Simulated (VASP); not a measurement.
# Mn (Im-3m) in VASP: single point with PBE

Aim: the single point of Mn with PBE.

All numbers are computed with VASP 6.6.1; they aren't measurements. Logs are shortened: lines on timing, memory, paths and dates and some standing lists are left out, and cuts for length are marked.

### Step 1. The cell of the first run

It takes space group Im-3m (No. 229, cubic). The conventional cell has a = 2.880 Å, b = 2.880 Å, c = 2.880 Å, α = 90.00°, β = 90.00°, γ = 90.00°. Within 3.3 Å of Mn (site symmetry m-3m) lie 14 Mn at 2.49 to 2.88 Å.

### Step 2. Single point, PBE, non-collinear spin, typed start

INCAR reads:

```
PREC     = Accurate       # precision mode
ENCUT    = 520            # plane-wave cutoff, eV
EDIFF    = 1E-6           # SCF threshold, eV
ISMEAR   = -1             # smearing method
SIGMA    = 0.1            # smearing width, eV
LREAL    = F              # projectors in reciprocal space
LASPH    = T              # aspherical terms in the spheres
NELM     = 150            # most SCF steps
ALGO     = Normal         # electronic algorithm
ISIF     = 2              # what is computed and relaxed
LWAVE    = F              # write WAVECAR
LCHARG   = F              # write CHGCAR
LNONCOLLINEAR= T              # non-collinear magnetism
MAGMOM   = 0 0 2.5 0 0 -2.5 # initial moments
LORBIT   = 11             # projections on sites
LMAXMIX  = 4              # l up to which the mixer works
GGA      = PE             # functional
NBANDS   = 38             # bands
```

KPOINTS reads:

```
Automatic mesh
0
Gamma
  4 4 4
```

POSCAR reads:

```
Mn
1.0
    2.8800000000      0.0000000000      0.0000000000
    0.0000000000      2.8800000000      0.0000000000
    0.0000000000      0.0000000000      2.8800000000
Mn
2
Direct
    0.0131000000      0.0131000000      0.0131000000
    0.5131000000      0.5131000000      0.5131000000
```

Potentials or basis: VASP PAW PBE potentials, release 64 (Mn_pv).

Launch:

```
$ cat potpaw_PBE.64/Mn_pv/POTCAR > POTCAR
$ mpirun -np 1 vasp_ncl > vasp.out
```

OUTCAR:

```text
PREC = Accurate
   ENCUT = 520
   EDIFF = 1E-6
   ISMEAR = -1
   LREAL = F
   LASPH = T
   NELM = 150
   ISIF = 2
   LNONCOLLINEAR = T
   LORBIT = 11
   GGA = PE

 ion  position               nearest neighbor table
   1  0.013  0.013  0.013-   2 2.49   2 2.49   2 2.49   2 2.49   2 2.49   2 2.49   2 2.49   2 2.49

   2  0.513  0.513  0.513-   1 2.49   1 2.49   1 2.49   1 2.49   1 2.49   1 2.49   1 2.49   1 2.49

  LATTYP: Found a simple cubic cell.
 ALAT       =     2.8800000000

  Lattice vectors:

 A1 = (   2.8800000000,   0.0000000000,   0.0000000000)
 A2 = (   0.0000000000,   2.8800000000,   0.0000000000)
 A3 = (   0.0000000000,   0.0000000000,   2.8800000000)

Analysis of symmetry for initial positions (statically):
=====================================================================
 Subroutine PRICEL returns following result:

  LATTYP: Found a body centered cubic cell.
 ALAT       =     2.8800000000

  Lattice vectors:

 A1 = (   1.4400000000,   1.4400000000,  -1.4400000000)
 A2 = (  -1.4400000000,   1.4400000000,   1.4400000000)
 A3 = (   1.4400000000,  -1.4400000000,   1.4400000000)

   2 primitive cells build up your supercell.

 Routine SETGRP: Setting up the symmetry group for a
 simple cubic supercell.

 Subroutine GETGRP returns: Found 48 space group operations
 (whereof  6 operations were pure point group operations)
 out of a pool of 48 trial point group operations.

The static configuration has the point symmetry C_3v.
 The point group associated with its full space group is O_h .

Analysis of symmetry for dynamics (positions and initial velocities):
=====================================================================
 Subroutine PRICEL returns following result:

  LATTYP: Found a body centered cubic cell.
 ALAT       =     2.8800000000

  Lattice vectors:

 A1 = (   1.4400000000,   1.4400000000,  -1.4400000000)
 A2 = (  -1.4400000000,   1.4400000000,   1.4400000000)
 A3 = (   1.4400000000,  -1.4400000000,   1.4400000000)

   2 primitive cells build up your supercell.

 Routine SETGRP: Setting up the symmetry group for a
 simple cubic supercell.

 Subroutine GETGRP returns: Found 48 space group operations
 (whereof  6 operations were pure point group operations)
 out of a pool of 48 trial point group operations.

The dynamic configuration has the point symmetry C_3v.
 The point group associated with its full space group is O_h .

Analysis of structural, dynamic, and magnetic symmetry:
=====================================================================
 Subroutine PRICEL returns:
 Original cell was already a primitive cell.

 Routine SETGRP: Setting up the symmetry group for a
 simple cubic supercell.

 Subroutine GETGRP returns: Found 16 space group operations
 (whereof  1 operations were pure point group operations)
 out of a pool of 48 trial point group operations.

The overall configuration has the point symmetry C_1 .
 The point group associated with its full space group is D_4h.

 Subroutine INISYM returns: Found 16 space group operations
 (whereof  1 operations are pure point group operations),
 and found     1 'primitive' translations

----------------------------------------------------------------------------------------

                                     Primitive cell

  volume of cell :      23.8879

  direct lattice vectors                    reciprocal lattice vectors
     2.880000000  0.000000000  0.000000000     0.347222222  0.000000000  0.000000000
     0.000000000  2.880000000  0.000000000     0.000000000  0.347222222  0.000000000
     0.000000000  0.000000000  2.880000000     0.000000000  0.000000000  0.347222222

  length of vectors
     2.880000000  2.880000000  2.880000000     0.347222222  0.347222222  0.347222222

  position of ions in fractional coordinates (direct lattice)
     0.013100000  0.013100000  0.013100000
     0.513100000  0.513100000  0.513100000

  ion indices of the primitive-cell ions
   primitive index   ion index
                 1           1
                 2           2

----------------------------------------------------------------------------------------

 KPOINTS: Automatic mesh

Automatic generation of k-mesh.
 Grid dimensions read from file:
 generate k-points for:    4    4    4

 Generating k-lattice:

  Cartesian coordinates                     Fractional coordinates (reciprocal lattice)
     0.086805556  0.000000000  0.000000000     0.250000000  0.000000000  0.000000000
     0.000000000  0.086805556  0.000000000     0.000000000  0.250000000  0.000000000
     0.000000000  0.000000000  0.086805556     0.000000000  0.000000000  0.250000000

  Length of vectors
     0.086805556  0.086805556  0.086805556

  Shift w.r.t. Gamma in fractional coordinates (k-lattice)
     0.000000000  0.000000000  0.000000000

 Subroutine IBZKPT returns following result:
 ===========================================

 Found     18 irreducible k-points:

 Following reciprocal coordinates:
            Coordinates               Weight
  0.000000  0.000000  0.000000      1.000000
  0.250000  0.000000  0.000000      4.000000
  0.000000  0.000000  0.250000      2.000000
  0.500000  0.000000  0.000000      2.000000
  0.000000  0.000000  0.500000      1.000000
  0.250000  0.250000  0.000000      4.000000
[... 10 lines left out ...]
  0.250000  0.500000  0.500000      4.000000
  0.500000  0.500000  0.500000      1.000000
   k-points           NKPTS =     18   k-points in BZ     NKDIM =     18   number of bands    NBANDS=     38
   number of dos      NEDOS =    301   number of ions     NIONS =      2
   total plane-waves  NPLWV =  13824
   dimension x,y,z NGX =    24 NGY =   24 NGZ =   24
   dimension x,y,z NGXF=    48 NGYF=   48 NGZF=   48
   ions per type =               2
   NGX,Y,Z   is equivalent  to a cutoff of  13.85, 13.85, 13.85 a.u.
   NGXF,Y,Z  is equivalent  to a cutoff of  27.71, 27.71, 27.71 a.u.
 SYSTEM =  unknown system
   PREC   = accura    normal or accurate (medium, high low for compatibility)
   ISTART =      0    job   : 0-new  1-cont  2-samecut
   ICHARG =      2    charge: 1-file 2-atom 10-const
   ISPIN  =      1    spin polarized calculation?
   LNONCOLLINEAR =      T non collinear calculations
   LSORBIT =      F    spin-orbit coupling
   LASPH  =      T    aspherical Exc in radial PAW
   ENCUT  =  520.0 eV  38.22 Ry    6.18 a.u.   5.35  5.35  5.35*2*pi/ulx,y,z
   NELM   =    150;   NELMIN=  2; NELMDL= -5     # of ELM steps
   EDIFF  = 0.1E-05   stopping-criterion for ELM
   LREAL  =      F    real-space projection
   EDIFFG = 0.1E-04   stopping-criterion for IOM
   NSW    =      0    number of steps for IOM
   IBRION =     -1    ionic relax: 0-MD 1-quasi-New 2-CG
   NFREE  =      0    steps in history (QN), initial steepest desc. (CG)
   ISIF   =      2    stress and relaxation
   ISYM   =      2    0-nonsym 1-usesym 2-fastsym
   POTIM  = 0.5000    time-step for ionic-motion
   TEBEG  =    0.0;   TEEND  =   0.0 temperature during run
   PSTRESS=    0.0 pullay stress
   NELECT =      26.0000    total number of electrons
   NUPDOWN=      -1.0000    fix difference up-down
   EMIN   =  10.00;   EMAX   =-10.00  energy-range for DOS
   EFERMI =   0.00;   METHOD = LEGACY
   ISMEAR =    -1;   SIGMA  =   0.10  broadening in eV -4-tet -1-fermi 0-gaus
   EFERMI_NEDOS =   21; number of points for ismear=-14 and -15
   IALGO  =     38    algorithm
   IMIX   =      4    mixing-type and parameters
     AMIX     =   0.40;   BMIX     =  1.00
     AMIX_MAG =   1.60;   BMIX_MAG =  1.00
  volume/ion in A,a.u.               =      11.94        80.60
  Fermi-wavevector in a.u.,A,eV,Ry     =   1.683992  3.182284 38.583815  2.835830
  Thomas-Fermi vector in A             =   2.767094
   LORBIT       =     11    0 simple, 1 ext, 2 COOP (PROOUT), +10 PAW based schemes
   GGA     = PE    functional components
   LHFCALC =     F    Hartree Fock is set to
   AEXX    =    0.0000 exact exchange contribution
   IVDW    =     0    specifies the selected vdW correction
   LEPSILON=     F    determine dielectric tensor
   LRPA    =     F    only Hartree local field effects (RPA)
  energy-cutoff  :      520.00
  volume of cell :       23.89
 maximum number of plane-waves:      1320
 NGX is ok and might be reduce to    24
   NGX = 11   NGY = 11   NGZ = 11

 number of electron      26.0000004 magnetization      -0.0000000      0.0000000     -0.0000000

 number of electron      26.0000004 magnetization      -0.0000000      0.0000000      0.0000000

 Free energy of the ion-electron system (eV)
  ---------------------------------------------------
  ext. energy  EPLUGINS =         0.00000000
  ---------------------------------------------------
  free energy    TOTEN  =       -17.61642539 eV

  energy without entropy =      -17.47754472  energy(sigma->0) =      -17.54698505

 E-fermi :   9.8055     XC(G=0): -13.3290

 val. band max:        9.7847827204   @ k =   0.2500   0.2500   0.5000
 cond. band min:       9.8396878754   @ k =   0.0000   0.2500   0.2500
 fundamental gap:      0.0549051550
 Fermi energy:         9.8054728079

 k-point     1 :       0.0000    0.0000    0.0000
  band No.  band energies     occupation
      1     -39.5561      1.00000
      2     -39.5561      1.00000
      3     -39.5561      1.00000
      4     -39.5561      1.00000
      5     -39.5559      1.00000
      6     -39.5559      1.00000
[... 30 lines left out ...]
     37      19.1812      0.00000
     38      19.1818      0.00000

 k-point     2 :       0.2500    0.0000    0.0000
  band No.  band energies     occupation
      1     -39.5933      1.00000
      2     -39.5933      1.00000
      3     -39.5454      1.00000
      4     -39.5454      1.00000
      5     -39.5452      1.00000
      6     -39.5452      1.00000
[... 30 lines left out ...]
     37      21.6118      0.00000
     38      21.6120      0.00000

 k-point     3 :       0.0000    0.0000    0.2500
  band No.  band energies     occupation
      1     -39.5931      1.00000
      2     -39.5931      1.00000
      3     -39.5454      1.00000
      4     -39.5454      1.00000
      5     -39.5454      1.00000
      6     -39.5454      1.00000
[... 30 lines left out ...]
     37      21.6121      0.00000
[... 535 lines left out ...]
 k-point    17 :       0.2500    0.5000    0.5000
  band No.  band energies     occupation
      1     -39.6317      1.00000
      2     -39.6317      1.00000
      3     -39.6315      1.00000
      4     -39.6315      1.00000
      5     -39.5702      1.00000
      6     -39.5702      1.00000
[... 30 lines left out ...]
     37      17.9618      0.00000
     38      17.9642      0.00000

 k-point    18 :       0.5000    0.5000    0.5000
  band No.  band energies     occupation
      1     -39.6132      1.00000
      2     -39.6132      1.00000
      3     -39.6131      1.00000
      4     -39.6131      1.00000
      5     -39.6129      1.00000
      6     -39.6129      1.00000
[... 30 lines left out ...]
     37      18.4745      0.00000
     38      18.4745      0.00000

------------------------ aborting loop because EDIFF is reached ----------------------------------------

  FORCE on cell =-STRESS in cart. coord.  units (eV):
  Direction    XX          YY          ZZ          XY          YZ          ZX
  --------------------------------------------------------------------------------------
  -------------------------------------------------------------------------------------
  Total        0.4229733      0.4229733      0.4251655      0.0000000      0.0000000      0.0000000
  in kB       28.3691328     28.3691328     28.5161682      0.0000000      0.0000000      0.0000000
  external PRESSURE =      28.4181446 kB  Pullay stress =       0.0000000 kB

 VOLUME and BASIS-vectors are now :
 -----------------------------------------------------------------------------
  energy-cutoff  :      520.00
  volume of cell :       23.89
      direct lattice vectors                 reciprocal lattice vectors
     2.880000000  0.000000000  0.000000000     0.347222222  0.000000000  0.000000000
     0.000000000  2.880000000  0.000000000     0.000000000  0.347222222  0.000000000
     0.000000000  0.000000000  2.880000000     0.000000000  0.000000000  0.347222222

 POSITION                                       TOTAL-FORCE (eV/Angst)
 -----------------------------------------------------------------------------------
      0.03773      0.03773      0.03773         0.000000      0.000000      0.000000
      1.47773      1.47773      1.47773         0.000000      0.000000      0.000000
 -----------------------------------------------------------------------------------
    total drift:                               -0.000156     -0.000156     -0.000156

  FREE ENERGIE OF THE ION-ELECTRON SYSTEM (eV)
  ---------------------------------------------------
  free  energy   TOTEN  =       -17.6164253886 eV

  energy  without entropy=      -17.4775447186  energy(sigma->0) =      -17.54698505

 total charge

# of ion       s       p       d       tot
------------------------------------------
    1        0.395   6.336   5.079  11.811
    2        0.395   6.336   5.079  11.811
--------------------------------------------------
tot          0.791  12.673  10.158  23.622

 magnetization (x)

# of ion       s       p       d       tot
------------------------------------------
    1       -0.000  -0.000  -0.000  -0.000
    2       -0.000   0.000   0.000   0.000
--------------------------------------------------
tot         -0.000   0.000   0.000   0.000

 magnetization (y)

# of ion       s       p       d       tot
------------------------------------------
    1       -0.000   0.000   0.000  -0.000
    2        0.000   0.000   0.000   0.000
--------------------------------------------------
tot          0.000   0.000   0.000   0.000

 magnetization (z)

# of ion       s       p       d       tot
------------------------------------------
    1        0.030   0.029   2.239   2.297
    2       -0.030  -0.029  -2.239  -2.297
--------------------------------------------------
tot         -0.000   0.000   0.000   0.000
```

It took 96 s on 1 thread of AMD EPYC 9R45 (Zen 5), shared host; peak memory 0.18 GiB.

Results:

* Free energy: -17.6164 eV
* Pressure: 2.8 GPa
* Band gap on the k mesh: zero (band 26 reaches 10.32 eV, above the bottom of band 27 at 9.12 eV)
* Net moment: 0.00 μB per cell
* Valence electrons inside the program's atomic spheres: Mn 11.81

Moments on the atoms (μB; x, y, z):
```
Mn   0.00  0.00  2.30
Mn   0.00  0.00 -2.30
```

Caveat: the k points lie up to 0.55 Å⁻¹ apart; the starting moments collapsed, and a magnetic state may lie lower.
